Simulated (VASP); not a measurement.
# InSb (F-43m) in VASP: further runs

The runs below take InSb through single point, with PBE.

Everything below comes from runs of VASP 6.6.1. Logs are shortened: lines on timing, memory, paths and dates and some standing lists are left out, and cuts for length are marked.

### Step 1. The cell of the first run

It takes space group F-43m (No. 216, cubic). Conventional cell: a = 5.960 Å, b = 5.960 Å, c = 5.960 Å, α = 90.00°, β = 90.00°, γ = 90.00°. In (site symmetry -43m) has 4 Sb at 2.58 Å within 3.4 Å. Sb (site symmetry -43m) has 4 In at 2.58 Å within 3.4 Å.

### Step 2. Single point, PBE (strain -0.080 along x and y, -0.080 along z)

INCAR reads:

```
PREC     = Accurate       # precision mode
ENCUT    = 520            # plane-wave cutoff, eV
EDIFF    = 1E-6           # SCF threshold, eV
ISMEAR   = 0              # smearing method
SIGMA    = 0.15           # smearing width, eV
LREAL    = F              # projectors in reciprocal space
LASPH    = T              # aspherical terms in the spheres
NELM     = 100            # most SCF steps
ALGO     = Normal         # electronic algorithm
ISIF     = 2              # what is computed and relaxed
LWAVE    = F              # write WAVECAR
LCHARG   = T              # write CHGCAR
GGA      = PE             # functional
LELF     = T              # ELF
LVHAR    = T            
NBANDS   = 16             # bands
```

KPOINTS reads:

```
regular mesh
0
Gamma
  12 12 12
```

POSCAR reads:

```
InSb
1.0
    0.0000000000      2.9799720000      2.9799720000
    2.9799720000      0.0000000000      2.9799720000
    2.9799720000      2.9799720000      0.0000000000
In Sb
1 1
Direct
    0.0000000000      0.0000000000      0.0000000000
    0.7500000000      0.7500000000      0.7500000000
```

Potentials or basis: VASP PAW PBE potentials, release 64 (In_d, Sb).

Started as:

```
cat potpaw_PBE.64/In_d/POTCAR potpaw_PBE.64/Sb/POTCAR > POTCAR
mpirun -np 1 vasp_std > vasp.out
```

OUTCAR:

```text
PREC = Accurate
   ENCUT = 520
   EDIFF = 1E-6
   ISMEAR = 0
   LREAL = F
   LASPH = T
   NELM = 100
   ISIF = 2
   GGA = PE

 ion  position               nearest neighbor table
   1  0.000  0.000  0.000-   2 2.58   2 2.58   2 2.58   2 2.58
   2  0.750  0.750  0.750-   1 2.58   1 2.58   1 2.58   1 2.58

  LATTYP: Found a face centered cubic cell.
 ALAT       =     5.9599440000

  Lattice vectors:

 A1 = (   0.0000000000,   2.9799720000,   2.9799720000)
 A2 = (   2.9799720000,   0.0000000000,   2.9799720000)
 A3 = (   2.9799720000,   2.9799720000,   0.0000000000)

Analysis of symmetry for initial positions (statically):
=====================================================================
 Subroutine PRICEL returns:
 Original cell was already a primitive cell.

 Routine SETGRP: Setting up the symmetry group for a
 face centered cubic supercell.

 Subroutine GETGRP returns: Found 24 space group operations
 (whereof 24 operations were pure point group operations)
 out of a pool of 48 trial point group operations.

The static configuration has the point symmetry T_d .

Analysis of symmetry for dynamics (positions and initial velocities):
=====================================================================
 Subroutine PRICEL returns:
 Original cell was already a primitive cell.

 Routine SETGRP: Setting up the symmetry group for a
 face centered cubic supercell.

 Subroutine GETGRP returns: Found 24 space group operations
 (whereof 24 operations were pure point group operations)
 out of a pool of 48 trial point group operations.

The dynamic configuration has the point symmetry T_d .

 Subroutine INISYM returns: Found 24 space group operations
 (whereof 24 operations are pure point group operations),
 and found     1 'primitive' translations

----------------------------------------------------------------------------------------

                                     Primitive cell

  volume of cell :      52.9257

  direct lattice vectors                    reciprocal lattice vectors
     0.000000000  2.979972000  2.979972000    -0.167786811  0.167786811  0.167786811
     2.979972000  0.000000000  2.979972000     0.167786811 -0.167786811  0.167786811
     2.979972000  2.979972000  0.000000000     0.167786811  0.167786811 -0.167786811

  length of vectors
     4.214316818  4.214316818  4.214316818     0.290615282  0.290615282  0.290615282

  position of ions in fractional coordinates (direct lattice)
     0.000000000  0.000000000  0.000000000
     0.750000000  0.750000000  0.750000000

[... 76 lines left out ...]
   EDIFF  = 0.1E-05   stopping-criterion for ELM
   LREAL  =      F    real-space projection
   EDIFFG = 0.1E-04   stopping-criterion for IOM
   NSW    =      0    number of steps for IOM
   IBRION =     -1    ionic relax: 0-MD 1-quasi-New 2-CG
   NFREE  =      0    steps in history (QN), initial steepest desc. (CG)
   ISIF   =      2    stress and relaxation
   ISYM   =      2    0-nonsym 1-usesym 2-fastsym
   POTIM  = 0.5000    time-step for ionic-motion
   TEBEG  =    0.0;   TEEND  =   0.0 temperature during run
   PSTRESS=    0.0 pullay stress
   NELECT =      18.0000    total number of electrons
   NUPDOWN=      -1.0000    fix difference up-down
   EMIN   =  10.00;   EMAX   =-10.00  energy-range for DOS
   EFERMI =   0.00;   METHOD = LEGACY
   ISMEAR =     0;   SIGMA  =   0.15  broadening in eV -4-tet -1-fermi 0-gaus
   EFERMI_NEDOS =   21; number of points for ismear=-14 and -15
   IALGO  =     38    algorithm
   IMIX   =      4    mixing-type and parameters
     AMIX     =   0.40;   BMIX     =  1.00
     AMIX_MAG =   1.60;   BMIX_MAG =  1.00
  volume/ion in A,a.u.               =      26.46       178.58
  Fermi-wavevector in a.u.,A,eV,Ry     =   1.142730  2.159446 17.766909  1.305831
  Thomas-Fermi vector in A             =   2.279427
   LORBIT       =      0    0 simple, 1 ext, 2 COOP (PROOUT), +10 PAW based schemes
   GGA     = PE    functional components
   LHFCALC =     F    Hartree Fock is set to
   AEXX    =    0.0000 exact exchange contribution
   IVDW    =     0    specifies the selected vdW correction
   LEPSILON=     F    determine dielectric tensor
   LRPA    =     F    only Hartree local field effects (RPA)
 non-spin polarized calculation
 Gauss-broadening in eV      SIGMA  =   0.15
  energy-cutoff  :      520.00
  volume of cell :       52.93
 maximum number of plane-waves:      1458
   NGX = 15   NGY = 15   NGZ = 15

 number of electron      18.0000004 magnetization

 Free energy of the ion-electron system (eV)
  ---------------------------------------------------
  ext. energy  EPLUGINS =         0.00000000
  ---------------------------------------------------
  free energy    TOTEN  =        -5.77208420 eV

  energy without entropy =       -5.77208308  energy(sigma->0) =       -5.77208364

 E-fermi :   8.5662     XC(G=0):  -9.8093

 val. band max:        8.2109505147   @ k =   0.0000   0.0000   0.0000
 cond. band min:       8.9432693113   @ k =   0.4167   0.4167   0.0000
 fundamental gap:      0.7323187966
 Fermi energy:         8.5662243169

 k-point     1 :       0.0000    0.0000    0.0000
  band No.  band energies     occupation
      1      -7.2315      2.00000
      2      -7.2315      2.00000
      3      -7.2315      2.00000
      4      -7.0479      2.00000
      5      -7.0479      2.00000
      6      -4.4421      2.00000
[... 433 lines left out ...]
      3      -7.1724      2.00000
      4      -7.0543      2.00000
      5      -7.0478      2.00000
      6      -2.0946      2.00000
[... 8 lines left out ...]
     15      16.8985      0.00000
     16      17.2619      0.00000

 [... further k-points ...]

------------------------ aborting loop because EDIFF is reached ----------------------------------------

  FORCE on cell =-STRESS in cart. coord.  units (eV):
  Direction    XX          YY          ZZ          XY          YZ          ZX
  --------------------------------------------------------------------------------------
  -------------------------------------------------------------------------------------
  Total        8.4458443      8.4458443      8.4458443     -0.0000000      0.0000000     -0.0000000
  in kB      255.6743172    255.6743172    255.6743172     -0.0000000      0.0000000     -0.0000000
  external PRESSURE =     255.6743172 kB  Pullay stress =       0.0000000 kB

 VOLUME and BASIS-vectors are now :
 -----------------------------------------------------------------------------
  energy-cutoff  :      520.00
  volume of cell :       52.93
      direct lattice vectors                 reciprocal lattice vectors
     0.000000000  2.979972000  2.979972000    -0.167786811  0.167786811  0.167786811
     2.979972000  0.000000000  2.979972000     0.167786811 -0.167786811  0.167786811
     2.979972000  2.979972000  0.000000000     0.167786811  0.167786811 -0.167786811

 POSITION                                       TOTAL-FORCE (eV/Angst)
 -----------------------------------------------------------------------------------
      0.00000      0.00000      0.00000        -0.000000     -0.000000     -0.000000
      4.46996      4.46996      4.46996         0.000000      0.000000      0.000000
 -----------------------------------------------------------------------------------
    total drift:                                0.000000      0.000000      0.000000

  FREE ENERGIE OF THE ION-ELECTRON SYSTEM (eV)
  ---------------------------------------------------
  free  energy   TOTEN  =        -5.7720842035 eV

  energy  without entropy=       -5.7720830761  energy(sigma->0) =       -5.77208364
```

stdout:

```text
POSCAR found type information on POSCAR InSb
 POSCAR found :  2 types and       2 ions
 scaLAPACK will be used
 LDA part: xc-table for (Slater+PW92), standard interpolation
 POSCAR, INCAR and KPOINTS ok, starting setup
 FFT: planning ... GRIDC
 FFT: planning ... GRID_SOFT
 FFT: planning ... GRID
 WAVECAR not read
 entering main loop
```

Wall time 17 s (1 thread of Intel Xeon 6975P-C (Granite Rapids), shared host); peak memory 0.21 GiB.

Results:

```yaml
Free_energy: -5.7721 eV
Pressure: 25.6 GPa
Band_gap_on_the_k_mesh: 0.73 eV, indirect (least direct gap 1.32 eV)
```

Levels at points of the mesh, in eV from the valence-band top:
```csv
k point,band 5,band 6,band 7,band 8,band 9,band 10,band 11,band 12,band 13,band 14
"(0.00, 0.00, 0.00)",-15.26,-12.65,0.00,0.00,0.00,1.32,2.82,2.82,2.82,5.87
"(0.50, 0.00, 0.00)",-15.26,-10.53,-7.10,-1.48,-1.48,1.02,3.73,3.73,5.71,9.66
"(0.50, 0.50, 0.00)",-15.24,-9.57,-7.21,-3.27,-3.27,0.78,1.01,9.65,9.65,10.63
```

Caveat: the cell differs from its parent crystal (strain -0.080 along x and y, -0.080 along z); spin-orbit coupling is left out, which moves the levels of the heavy elements. A k mesh can miss the band edges.

### Step 3. Single point, PBE (strain -0.040 along x and y, -0.040 along z)

INCAR reads:

```
  PREC = Accurate
  ENCUT = 520
  EDIFF = 1E-6
  ISMEAR = 0
  SIGMA = 0.15
  LREAL = False
  LASPH = True
  NELM = 100
  ALGO = Normal
  ISIF = 2
  LWAVE = False
  LCHARG = False
  GGA = PE
  NBANDS = 16
```

KPOINTS is that of step 2.

POSCAR reads:

```
InSb
1.0
    0.0000000000      3.1095360000      3.1095360000
    3.1095360000      0.0000000000      3.1095360000
    3.1095360000      3.1095360000      0.0000000000
In Sb
1 1
Direct
    0.0000000000      0.0000000000      0.0000000000
    0.7500000000      0.7500000000      0.7500000000
```

Potentials or basis: VASP PAW PBE potentials, release 64 (In_d, Sb).

Started as:

```
cat potpaw_PBE.64/In_d/POTCAR potpaw_PBE.64/Sb/POTCAR > POTCAR
mpirun -np 1 vasp_std > vasp.out
```

OUTCAR:

```text
PREC = Accurate
   ENCUT = 520
   EDIFF = 1E-6
   ISMEAR = 0
   LREAL = False
   LASPH = True
   NELM = 100
   ISIF = 2
   GGA = PE

 ion  position               nearest neighbor table
   1  0.000  0.000  0.000-   2 2.69   2 2.69   2 2.69   2 2.69
   2  0.750  0.750  0.750-   1 2.69   1 2.69   1 2.69   1 2.69

  LATTYP: Found a face centered cubic cell.
 ALAT       =     6.2190720000

  Lattice vectors:

 A1 = (   0.0000000000,   3.1095360000,   3.1095360000)
[... 642 lines left out ...]

------------------------ aborting loop because EDIFF is reached ----------------------------------------

  FORCE on cell =-STRESS in cart. coord.  units (eV):
  Direction    XX          YY          ZZ          XY          YZ          ZX
  --------------------------------------------------------------------------------------
  -------------------------------------------------------------------------------------
  Total        4.2704324      4.2704324      4.2704324      0.0000000      0.0000000     -0.0000000
  in kB      113.7799313    113.7799313    113.7799313      0.0000000      0.0000000     -0.0000000
  external PRESSURE =     113.7799313 kB  Pullay stress =       0.0000000 kB

 VOLUME and BASIS-vectors are now :
 -----------------------------------------------------------------------------
  energy-cutoff  :      520.00
  volume of cell :       60.13
      direct lattice vectors                 reciprocal lattice vectors
     0.000000000  3.109536000  3.109536000    -0.160795694  0.160795694  0.160795694
     3.109536000  0.000000000  3.109536000     0.160795694 -0.160795694  0.160795694
     3.109536000  3.109536000  0.000000000     0.160795694  0.160795694 -0.160795694

 POSITION                                       TOTAL-FORCE (eV/Angst)
 -----------------------------------------------------------------------------------
      0.00000      0.00000      0.00000         0.000000      0.000000      0.000000
      4.66430      4.66430      4.66430        -0.000000     -0.000000     -0.000000
 -----------------------------------------------------------------------------------
    total drift:                               -0.000000     -0.000000     -0.000000

  FREE ENERGIE OF THE ION-ELECTRON SYSTEM (eV)
  ---------------------------------------------------
  free  energy   TOTEN  =        -6.5725389251 eV

  energy  without entropy=       -6.5725318717  energy(sigma->0) =       -6.57253540
```

stdout:

```text
POSCAR found type information on POSCAR InSb
 POSCAR found :  2 types and       2 ions
 scaLAPACK will be used
 LDA part: xc-table for (Slater+PW92), standard interpolation
 POSCAR, INCAR and KPOINTS ok, starting setup
 FFT: planning ... GRIDC
 FFT: planning ... GRID_SOFT
 FFT: planning ... GRID
 WAVECAR not read
 entering main loop
```

It took 28 s on 1 thread of Intel Xeon 6975P-C (Granite Rapids), shared host; peak memory 0.24 GiB.

What came out:

```
Free energy            : -6.5725 eV
Pressure               : 11.4 GPa
Band gap on the k mesh : 0.54 eV, direct
```

Caveat: the cell differs from its parent crystal (strain -0.040 along x and y, -0.040 along z); spin-orbit coupling is left out, which moves the levels of the heavy elements. A k mesh can miss the band edges.
